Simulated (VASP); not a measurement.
Write the native input for VASP 6.6.1 that does the following.

| Quantity | Value |
| --- | --- |
| Task | single point |
| Functional | PBEsol |
| Potentials or basis | VASP PAW PBE potentials, release 64 (Au) |
| Cutoff | 520 eV |
| k mesh | 18 × 18 × 4 |
| Occupations | gaussian, width 0.15 eV |
| Spin | no spin polarisation |
| Dipole correction | no |
| Further INCAR settings | ALGO = Fast; EDIFF = 1e-07; NBANDS = 42 |

The structure of Au lies in POSCAR:

```
Au
1.0
    2.0455000000     -2.0455000000      0.0000000000
    2.0455000000      0.0000000000     -2.0455000000
    9.3367005384      9.3367005384      9.3367005384
Au
6
Direct
    0.6666666667      0.6666666667      0.0730126198
    0.0000000000      0.0000000000      0.8032848723
    0.3333333333      0.3333333333      0.2190670703
    0.6666666667      0.6666666667      0.5111759713
    0.0000000000      0.0000000000      0.3651215208
    0.3333333333      0.3333333333      0.6572304218
```

This cell differs from its parent crystal: the distance across one plane changed.

These files were run (other wordings do the same):

INCAR

```
SYSTEM = Au
PREC = Accurate ; ENCUT = 520
EDIFF = 1E-7 ; ISMEAR = 0
SIGMA = 0.15 ; LREAL = .FALSE.
LASPH = .TRUE. ; NELM = 60
ALGO = Fast ; ISIF = 2
LWAVE = .FALSE. ; LCHARG = .FALSE.
GGA = PS ; NBANDS = 42
```

KPOINTS

```
Automatic mesh
0
G
  18 18 4
  0 0 0
```

Potentials or basis: VASP PAW PBE potentials, release 64 (Au).

Command:

```sh
$ cat potpaw_PBE.64/Au/POTCAR > POTCAR
$ mpirun -np 1 vasp_std > vasp.out
```

It gave:

```json
{
  "Pressure": "-4.0 GPa",
  "Largest force": "0.116 eV/Å",
  "Band gap on the k mesh": "zero (bands 33 and 34 overlap by 4.80 eV)"
}
```

Caveat: the cell differs from its parent crystal (the distance across one plane changed); the cell stands under tension; the PAW data sets were made with another functional, which shifts forces and pressure a little; spin-orbit coupling is left out, which moves the levels of the heavy elements.

Run time: 11 min on 1 thread of Oxide Virtual Turin-like Processor, on a shared host, peak memory 0.55 GiB.
